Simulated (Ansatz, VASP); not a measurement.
**Two plane-wave programs on CdH2**

```
Cd H
1.0
     1.73100    0.99939    5.65341
    -1.73100    0.99939    5.65341
     0.00000   -1.99878    5.65341
Cd H
1 2
Cartesian
  0.0000 0.0000 0.0000
  0.0000 0.0000 4.2401
  0.0000 0.0000 12.7202
```

Change from the starting cell: ordered vacancies on the cation sites of rock salt (R-3m, No. 166).

Alike in both runs: task relaxation of cell and atoms; functional PBE; k mesh 6 × 6 × 6; occupations gaussian, width 0.1 eV; no spin polarisation.

```csv
,VASP,Ansatz
version,VASP 6.6.1,Ansatz 0.2.0
potentials or method,"VASP PAW PBE potentials, release 64 (Cd, H), cutoff 600 eV","scalar-relativistic, plane waves, PAW"
valence electrons in the cell,14,22
```

```tsv
	VASP	Ansatz	Ansatz less VASP
gap on the k mesh at the Fermi level, each at its own relaxed structure (eV)	1.85	1.96	+0.115
relaxed volume (Å³/atom)	13.92	15.63	+1.707
relaxed length of the cell vector where the two differ most in proportion (Å)	5.134	5.688	+0.5538
```

One of these differences is far larger than is usual between the two programs; its cause wasn't traced. VASP's potentials hold 14 valence electrons a cell and Ansatz's 22, so a difference there can come from the potentials and not from the codes.

Noted on VASP's run: the volume moved by over 15 % at a fixed basis, so the end points are rough.
